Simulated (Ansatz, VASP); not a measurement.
## ZrN: VASP beside Ansatz

```
Zr N
1.0
     0.00000    2.28416    2.28416
     2.28416    0.00000    2.28416
     2.28416    2.28416    0.00000
Zr N
1 1
Direct
  0.50000 0.50000 0.50000
  0.00000 0.00000 0.00000
```

Alike in both runs: functional PBE; dispersion D4; k mesh 11 × 11 × 11; occupations fermi-dirac, width 0.15 eV; no spin polarisation.

Ansatz relaxed the structure, and its values are those at the end. VASP's run is a single point on that final structure, the one shown.

```csv
,VASP,Ansatz
version,VASP 6.6.1,Ansatz 0.2.0
potentials or method,"VASP PAW PBE potentials, release 64 (Zr_sv, N), cutoff 600 eV","plane waves, PAW"
valence electrons in the cell,17,17
```

```tsv
	VASP	Ansatz	Ansatz less VASP
pressure (GPa)	0.1	0.0	-0.16
```
